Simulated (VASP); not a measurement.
C:

```
CELL_PARAMETERS angstrom
3.75460 0.00000 0.00000
0.00000 3.75460 0.00000
0.00000 0.00000 3.75460
ATOMIC_POSITIONS crystal
C 0.00000 0.00000 0.00000
C 0.50000 0.50000 0.50000
C 0.25000 0.00000 0.50000
C 0.75000 0.00000 0.50000
C 0.50000 0.25000 0.00000
C 0.50000 0.75000 0.00000
C 0.00000 0.50000 0.25000
C 0.00000 0.50000 0.75000
```

| Item | Value |
| --- | --- |
| Program | VASP 6.6.1 |
| Task | relaxation of cell and atoms |
| Functional | RPBE |
| Potentials or basis | VASP PAW PBE potentials, release 64 (C) |
| Cutoff | 600 eV |
| k mesh | 7 × 7 × 7 |
| Occupations | fermi-dirac, width 0.1 eV |
| Spin | no spin polarisation |

At the start: pressure 21.0 GPa; volume 6.62 Å³/atom.

**Question.** Where does the relaxation end?

**Answer.** Over 3 steps the energy falls by 48.5 meV/atom and the volume is 7.42 Å³/atom (+12.2 %); space group Pm-3n (No. 223, to 0.05 Å).

Step by step:
```tsv
step	energy change (eV)	largest force (eV/Å)	pressure (GPa)	volume (Å³)
1	0.0000	0.0000	21.02	52.93
2	-0.3864	0.0000	-1.08	59.86
3	-0.3879	0.0000	0.04	59.40
```

Final structure:
```
C
1.0
     3.90170    0.00000    0.00000
     0.00000    3.90170    0.00000
     0.00000    0.00000    3.90170
C
8
Direct
  0.00000 0.00000 0.00000
  0.50000 0.50000 0.50000
  0.25000 0.00000 0.50000
  0.75000 0.00000 0.50000
  0.50000 0.25000 0.00000
  0.50000 0.75000 0.00000
  0.00000 0.50000 0.25000
  0.00000 0.50000 0.75000
```

Caveat: the PAW data sets were made with another functional, which shifts forces and pressure a little.
